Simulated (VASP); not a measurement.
A run of VASP 6.6.1 is set up as follows.

The input INCAR:

```
PREC = Accurate
ENCUT = 520
EDIFF = 1E-7
ISMEAR = 0
SIGMA = 0.05
LREAL = F
LASPH = T
NELM = 100
ALGO = Normal
ISIF = 2
LWAVE = F
LCHARG = T
GGA = PS
LELF = T
LVHAR = T
NBANDS = 14
```

The input KPOINTS:

```
regular mesh
0
Gamma
  12 12 12
```

File POSCAR:

```
MgO2
1.0
    1.4763801347      0.8523884682      3.2144605649
   -1.4763801347      0.8523884682      3.2144605649
    0.0000000000     -1.7047769364      3.2144605649
Mg O
1 2
Direct
    0.0000000000      0.0000000000      0.0000000000
    0.4287860000      0.4287860000      0.4287860000
    0.5712140000      0.5712140000      0.5712140000
```

Potentials or basis: VASP PAW PBE potentials, release 64 (Mg, O).

Run with:

```sh
$ cat potpaw_PBE.64/Mg/POTCAR potpaw_PBE.64/O/POTCAR > POTCAR
$ mpirun -np 1 vasp_std > vasp.out
```

Question: What does it give for the largest force?

Answer: 1.519 eV/Å.

Question: Predict the pressure.

Answer: 47.3 GPa.

Question: Predict the band gap on the k mesh.

Answer: 3.88 eV, indirect (least direct gap 3.94 eV).

Forces on the atoms (eV/Å):
```
Mg   0.000  0.000  0.000
O    0.000  0.000 -1.519
O    0.000  0.000  1.519
```

Caveat: the cell differs from its parent crystal (strain -0.080 along x and y, -0.080 along z); the PAW data sets were made with another functional, which shifts forces and pressure a little. A k mesh can miss the band edges.
